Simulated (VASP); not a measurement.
# Lu (Im-3m) in VASP: further runs

Lu is run at these levels: PBEsol; tasks: single point.

Everything below comes from runs of VASP 6.6.1. Logs are shortened: lines on timing, memory, paths and dates and some standing lists are left out, and cuts for length are marked.

**1. The cell of the first run**

It takes space group Im-3m (No. 229, cubic). Conventional cell: a = 3.665 Å, b = 3.665 Å, c = 3.665 Å, α = 90.00°, β = 90.00°, γ = 90.00°. Lu (site symmetry m-3m) has 14 Lu at 3.17 to 3.66 Å within 4.2 Å.

**2. Single point, PBEsol (volume scaled by 0.88)**

INCAR

```
  PREC = Accurate
  ENCUT = 520
  EDIFF = 1E-6
  ISMEAR = -1
  SIGMA = 0.1
  LREAL = False
  LASPH = True
  NELM = 80
  ALGO = Normal
  ISIF = 2
  LWAVE = False
  LCHARG = False
  GGA = PS
  NBANDS = 18
```

KPOINTS

```
regular mesh
0
Gamma
  13 13 13
```

POSCAR

```
Lu
1.0
   -1.8324340941      1.8324340941      1.8324340941
    1.8324340941     -1.8324340941      1.8324340941
    1.8324340941      1.8324340941     -1.8324340941
Lu
1
Direct
    0.0000000000      0.0000000000      0.0000000000
```

Potentials or basis: VASP PAW PBE potentials, release 64 (Lu).

Command:

```
> cat potpaw_PBE.64/Lu/POTCAR > POTCAR
> mpirun -np 1 vasp_std > vasp.out
```

OUTCAR:

```text
PREC = Accurate
   ENCUT = 520
   EDIFF = 1E-6
   ISMEAR = -1
   LREAL = False
   LASPH = True
   NELM = 80
   ISIF = 2
   GGA = PS

 ion  position               nearest neighbor table
   1  0.000  0.000  0.000-

  LATTYP: Found a body centered cubic cell.
 ALAT       =     3.6648681882

  Lattice vectors:

 A1 = (  -1.8324340941,   1.8324340941,   1.8324340941)
 A2 = (   1.8324340941,  -1.8324340941,   1.8324340941)
 A3 = (   1.8324340941,   1.8324340941,  -1.8324340941)

Analysis of symmetry for initial positions (statically):
=====================================================================
 Subroutine PRICEL returns:
 Original cell was already a primitive cell.

 Routine SETGRP: Setting up the symmetry group for a
 body centered cubic supercell.

 Subroutine GETGRP returns: Found 48 space group operations
 (whereof 48 operations were pure point group operations)
 out of a pool of 48 trial point group operations.

The static configuration has the point symmetry O_h .

Analysis of symmetry for dynamics (positions and initial velocities):
=====================================================================
 Subroutine PRICEL returns:
 Original cell was already a primitive cell.

 Routine SETGRP: Setting up the symmetry group for a
 body centered cubic supercell.

 Subroutine GETGRP returns: Found 48 space group operations
 (whereof 48 operations were pure point group operations)
 out of a pool of 48 trial point group operations.

The dynamic configuration has the point symmetry O_h .

 Subroutine INISYM returns: Found 48 space group operations
 (whereof 48 operations are pure point group operations),
 and found     1 'primitive' translations

----------------------------------------------------------------------------------------

                                     Primitive cell

  volume of cell :      24.6119

  direct lattice vectors                    reciprocal lattice vectors
    -1.832434094  1.832434094  1.832434094     0.000000000  0.272861109  0.272861109
     1.832434094 -1.832434094  1.832434094     0.272861109  0.000000000  0.272861109
     1.832434094  1.832434094 -1.832434094     0.272861109  0.272861109  0.000000000

  length of vectors
     3.173868953  3.173868953  3.173868953     0.385883882  0.385883882  0.385883882

  position of ions in fractional coordinates (direct lattice)
     0.000000000  0.000000000  0.000000000

  ion indices of the primitive-cell ions
   primitive index   ion index
                 1           1

----------------------------------------------------------------------------------------

 KPOINTS: regular mesh

Automatic generation of k-mesh.
 Grid dimensions read from file:
 generate k-points for:   13   13   13

 Generating k-lattice:

  Cartesian coordinates                     Fractional coordinates (reciprocal lattice)
     0.000000000  0.020989316  0.020989316     0.076923077  0.000000000  0.000000000
     0.020989316  0.000000000  0.020989316     0.000000000  0.076923077  0.000000000
     0.020989316  0.020989316  0.000000000     0.000000000  0.000000000  0.076923077

  Length of vectors
     0.029683376  0.029683376  0.029683376

  Shift w.r.t. Gamma in fractional coordinates (k-lattice)
     0.000000000  0.000000000  0.000000000

 Subroutine IBZKPT returns following result:
 ===========================================

 Found     84 irreducible k-points:

 Following reciprocal coordinates:
            Coordinates               Weight
  0.000000  0.000000  0.000000      1.000000
  0.076923  0.000000  0.000000     12.000000
  0.153846  0.000000  0.000000     12.000000
  0.230769  0.000000  0.000000     12.000000
  0.307692  0.000000  0.000000     12.000000
  0.384615  0.000000  0.000000     12.000000
[... 16 lines left out ...]
  0.153846  0.076923  0.076923     24.000000
  0.230769  0.076923  0.076923     24.000000
 [... further k-points ...]
   k-points           NKPTS =     84   k-points in BZ     NKDIM =     84   number of bands    NBANDS=     18
   number of dos      NEDOS =    301   number of ions     NIONS =      1
   total plane-waves  NPLWV =  13824
   dimension x,y,z NGX =    24 NGY =   24 NGZ =   24
   dimension x,y,z NGXF=    48 NGYF=   48 NGZF=   48
   ions per type =               1
   NGX,Y,Z   is equivalent  to a cutoff of  12.57, 12.57, 12.57 a.u.
   NGXF,Y,Z  is equivalent  to a cutoff of  25.14, 25.14, 25.14 a.u.
 SYSTEM =  unknown system
   PREC   = accura    normal or accurate (medium, high low for compatibility)
   ISTART =      0    job   : 0-new  1-cont  2-samecut
   ICHARG =      2    charge: 1-file 2-atom 10-const
   ISPIN  =      1    spin polarized calculation?
   LNONCOLLINEAR =      F non collinear calculations
   LSORBIT =      F    spin-orbit coupling
   LASPH  =      T    aspherical Exc in radial PAW
   ENCUT  =  520.0 eV  38.22 Ry    6.18 a.u.   5.90  5.90  5.90*2*pi/ulx,y,z
   NELM   =     80;   NELMIN=  2; NELMDL= -5     # of ELM steps
   EDIFF  = 0.1E-05   stopping-criterion for ELM
   LREAL  =      F    real-space projection
   EDIFFG = 0.1E-04   stopping-criterion for IOM
   NSW    =      0    number of steps for IOM
   IBRION =     -1    ionic relax: 0-MD 1-quasi-New 2-CG
   NFREE  =      0    steps in history (QN), initial steepest desc. (CG)
   ISIF   =      2    stress and relaxation
   ISYM   =      2    0-nonsym 1-usesym 2-fastsym
   POTIM  = 0.5000    time-step for ionic-motion
   TEBEG  =    0.0;   TEEND  =   0.0 temperature during run
   PSTRESS=    0.0 pullay stress
   NELECT =      25.0000    total number of electrons
   NUPDOWN=      -1.0000    fix difference up-down
   EMIN   =  10.00;   EMAX   =-10.00  energy-range for DOS
   EFERMI =   0.00;   METHOD = LEGACY
   ISMEAR =    -1;   SIGMA  =   0.10  broadening in eV -4-tet -1-fermi 0-gaus
   EFERMI_NEDOS =   21; number of points for ismear=-14 and -15
   IALGO  =     38    algorithm
   IMIX   =      4    mixing-type and parameters
     AMIX     =   0.40;   BMIX     =  1.00
     AMIX_MAG =   1.60;   BMIX_MAG =  1.00
  volume/ion in A,a.u.               =      24.61       166.09
  Fermi-wavevector in a.u.,A,eV,Ry     =   1.645659  3.109844 36.847203  2.708193
  Thomas-Fermi vector in A             =   2.735419
   LORBIT       =      0    0 simple, 1 ext, 2 COOP (PROOUT), +10 PAW based schemes
   GGA     = PS    functional components
   LHFCALC =     F    Hartree Fock is set to
   AEXX    =    0.0000 exact exchange contribution
   IVDW    =     0    specifies the selected vdW correction
   LEPSILON=     F    determine dielectric tensor
   LRPA    =     F    only Hartree local field effects (RPA)
 non-spin polarized calculation
  energy-cutoff  :      520.00
  volume of cell :       24.61
 maximum number of plane-waves:       682
   NGX = 11   NGY = 11   NGZ = 11

 number of electron      24.9999999 magnetization

 Free energy of the ion-electron system (eV)
  ---------------------------------------------------
  ext. energy  EPLUGINS =         0.00000000
  ---------------------------------------------------
  free energy    TOTEN  =        -4.76030136 eV

  energy without entropy =       -4.69684395  energy(sigma->0) =       -4.72857266

 E-fermi :   2.9225     XC(G=0): -11.6295

 val. band max:        2.9128264770   @ k =   0.3846   0.2308   0.0000
 cond. band min:       2.9616110887   @ k =   0.3077   0.2308   0.1538
 fundamental gap:      0.0487846117
 Fermi energy:         2.9224820842

 k-point     1 :       0.0000    0.0000    0.0000
  band No.  band energies     occupation
      1     -53.1117      2.00000
      2     -23.3838      2.00000
      3     -23.3838      2.00000
      4     -23.3838      2.00000
      5      -3.6787      2.00000
      6      -1.9742      2.00000
[... 10 lines left out ...]
     17       7.8574      0.00000
     18      15.5348      0.00000

 k-point     2 :       0.0769    0.0000    0.0000
  band No.  band energies     occupation
      1     -53.1078      2.00000
      2     -23.4375      2.00000
      3     -23.4000      2.00000
      4     -23.3840      2.00000
      5      -3.4681      2.00000
      6      -1.9719      2.00000
[... 10 lines left out ...]
     17       7.8537      0.00000
     18      15.7539      0.00000

 k-point     3 :       0.1538    0.0000    0.0000
  band No.  band energies     occupation
      1     -53.0968      2.00000
      2     -23.5836      2.00000
      3     -23.4449      2.00000
      4     -23.3850      2.00000
      5      -2.8704      2.00000
      6      -1.9661      2.00000
[... 10 lines left out ...]
     17       7.8723      0.00000
     18      16.1995      0.00000

 k-point     4 :       0.2308    0.0000    0.0000
  band No.  band energies     occupation
      1     -53.0812      2.00000
      2     -23.7829      2.00000
      3     -23.5076      2.00000
      4     -23.3863      2.00000
      5      -1.9994      2.00000
      6      -1.9603      2.00000
[... 10 lines left out ...]
     17       7.9725      0.00000
     18      16.0385      0.00000

 k-point     5 :       0.3077    0.0000    0.0000
  band No.  band energies     occupation
      1     -53.0647      2.00000
      2     -23.9864      2.00000
      3     -23.5732      2.00000
      4     -23.3878      2.00000
      5      -1.9578      2.00000
      6      -1.9213      2.00000
[... 10 lines left out ...]
     17       8.3875      0.00000
     18      14.9253      0.00000

 k-point     6 :       0.3846    0.0000    0.0000
  band No.  band energies     occupation
      1     -53.0509      2.00000
      2     -24.1493      2.00000
      3     -23.6269      2.00000
      4     -23.3891      2.00000
      5      -1.9590      2.00000
      6      -1.9217      2.00000
[... 307 lines left out ...]
 k-point    21 :       0.3077    0.3077    0.0000
  band No.  band energies     occupation
      1     -53.0342      2.00000
      2     -24.0459      2.00000
      3     -23.9125      2.00000
      4     -23.4917      2.00000
      5      -1.9490      2.00000
      6      -1.9228      2.00000
[... 10 lines left out ...]
     17      10.5623      0.00000
     18      13.1922      0.00000

 k-point    22 :       0.0769    0.0769    0.0769
  band No.  band energies     occupation
      1     -53.0904      2.00000
      2     -23.6821      2.00000
      3     -23.4213      2.00000
      4     -23.4213      2.00000
      5      -2.4977      2.00000
      6      -1.9576      2.00000
[... 10 lines left out ...]
     17       7.6272      0.00000
     18      16.3058      0.00000

 k-point    23 :       0.1538    0.0769    0.0769
  band No.  band energies     occupation
      1     -53.0764      2.00000
      2     -23.8482      2.00000
      3     -23.4879      2.00000
      4     -23.4262      2.00000
      5      -1.9493      2.00000
      6      -1.9344      2.00000
[... 10 lines left out ...]
     17       7.9834      0.00000
     18      16.5547      0.00000

 k-point    24 :       0.2308    0.0769    0.0769
  band No.  band energies     occupation
      1     -53.0615      2.00000
      2     -24.0057      2.00000
      3     -23.5720      2.00000
      4     -23.4316      2.00000
      5      -1.9460      2.00000
      6      -1.9233      2.00000
[... 10 lines left out ...]
     17       9.0783      0.00000
     18      15.3961      0.00000

 [... further k-points ...]

------------------------ aborting loop because EDIFF is reached ----------------------------------------

  FORCE on cell =-STRESS in cart. coord.  units (eV):
  Direction    XX          YY          ZZ          XY          YZ          ZX
  --------------------------------------------------------------------------------------
  -------------------------------------------------------------------------------------
  Total        1.1222051      1.1222051      1.1222051      0.0000000      0.0000000      0.0000000
  in kB       73.0529463     73.0529463     73.0529463      0.0000000      0.0000000      0.0000000
  external PRESSURE =      73.0529463 kB  Pullay stress =       0.0000000 kB

 VOLUME and BASIS-vectors are now :
 -----------------------------------------------------------------------------
  energy-cutoff  :      520.00
  volume of cell :       24.61
      direct lattice vectors                 reciprocal lattice vectors
    -1.832434094  1.832434094  1.832434094     0.000000000  0.272861109  0.272861109
     1.832434094 -1.832434094  1.832434094     0.272861109  0.000000000  0.272861109
     1.832434094  1.832434094 -1.832434094     0.272861109  0.272861109  0.000000000

 POSITION                                       TOTAL-FORCE (eV/Angst)
 -----------------------------------------------------------------------------------
      0.00000      0.00000      0.00000        -0.000000      0.000000     -0.000000
 -----------------------------------------------------------------------------------
    total drift:                                0.000000      0.000000     -0.000000

  FREE ENERGIE OF THE ION-ELECTRON SYSTEM (eV)
  ---------------------------------------------------
  free  energy   TOTEN  =        -4.7603013588 eV

  energy  without entropy=       -4.6968439530  energy(sigma->0) =       -4.72857266
```

Run time: 18 s. Hardware: 1 thread of Intel Xeon 6975P-C, shared host; peak memory 0.17 GiB.

Results:

* Free energy: -4.7603 eV
* Pressure: 7.3 GPa

Caveat: the PAW data sets were made with another functional, which shifts forces and pressure a little; spin-orbit coupling is left out, which moves the levels of the heavy elements.

**3. Single point, PBEsol (volume scaled by 0.92)**

INCAR

```
ALGO = Normal ; EDIFF = 1E-7
ENCUT = 520 ; GGA = PS
ISIF = 2 ; ISMEAR = -1
LASPH = T ; LCHARG = F
LREAL = F ; LWAVE = F
NBANDS = 18 ; NELM = 60
PREC = Accurate ; SIGMA = 0.1
```

KPOINTS

```
k-points
0
Gamma
  13 13 13
```

POSCAR

```
Lu
1.0
   -1.8597878895      1.8597878895      1.8597878895
    1.8597878895     -1.8597878895      1.8597878895
    1.8597878895      1.8597878895     -1.8597878895
Lu
1
Direct
    0.0000000000      0.0000000000      0.0000000000
```

Potentials or basis: VASP PAW PBE potentials, release 64 (Lu).

Command:

```
> cat potpaw_PBE.64/Lu/POTCAR > POTCAR
> mpirun -np 1 vasp_std > vasp.out
```

OUTCAR:

```text
EDIFF = 1E-7
   ENCUT = 520
   GGA = PS
   ISIF = 2
   ISMEAR = -1
   LASPH = T
   LREAL = F
   NELM = 60
   PREC = Accurate

 ion  position               nearest neighbor table
   1  0.000  0.000  0.000-

  LATTYP: Found a body centered cubic cell.
 ALAT       =     3.7195757790

  Lattice vectors:

 A1 = (  -1.8597878895,   1.8597878895,   1.8597878895)
 A2 = (   1.8597878895,  -1.8597878895,   1.8597878895)
[... 681 lines left out ...]
     17       8.6328      0.00000
     18      14.6756      0.00000

 [... further k-points ...]

------------------------ aborting loop because EDIFF is reached ----------------------------------------

  FORCE on cell =-STRESS in cart. coord.  units (eV):
  Direction    XX          YY          ZZ          XY          YZ          ZX
  --------------------------------------------------------------------------------------
  -------------------------------------------------------------------------------------
  Total        0.7215369      0.7215369      0.7215369      0.0000000      0.0000000      0.0000000
  in kB       44.9281847     44.9281847     44.9281847      0.0000000      0.0000000      0.0000000
  external PRESSURE =      44.9281847 kB  Pullay stress =       0.0000000 kB

 VOLUME and BASIS-vectors are now :
 -----------------------------------------------------------------------------
  energy-cutoff  :      520.00
  volume of cell :       25.73
      direct lattice vectors                 reciprocal lattice vectors
    -1.859787889  1.859787889  1.859787889     0.000000000  0.268847863  0.268847863
     1.859787889 -1.859787889  1.859787889     0.268847863  0.000000000  0.268847863
     1.859787889  1.859787889 -1.859787889     0.268847863  0.268847863  0.000000000

 POSITION                                       TOTAL-FORCE (eV/Angst)
 -----------------------------------------------------------------------------------
      0.00000      0.00000      0.00000         0.000000     -0.000000      0.000000
 -----------------------------------------------------------------------------------
    total drift:                                0.000000      0.000000      0.000000

  FREE ENERGIE OF THE ION-ELECTRON SYSTEM (eV)
  ---------------------------------------------------
  free  energy   TOTEN  =        -4.8019181382 eV

  energy  without entropy=       -4.7362945758  energy(sigma->0) =       -4.76910636
```

Wall time 18 s (1 thread of Intel Xeon 6975P-C, shared host); peak memory 0.17 GiB.

What came out:

```yaml
Free_energy: -4.8019 eV
Pressure: 4.5 GPa
```

Levels at points of the mesh, in eV from the Fermi level:
| k point | band 10 | band 11 | band 12 | band 13 | band 14 | band 15 |
| --- | --- | --- | --- | --- | --- | --- |
| (0.00, 0.00, 0.00) | -4.82 | -4.82 | -4.79 | 2.22 | 2.22 | 2.22 |

Caveat: the PAW data sets were made with another functional, which shifts forces and pressure a little; spin-orbit coupling is left out, which moves the levels of the heavy elements.

(Continued in part 2 of 2.)
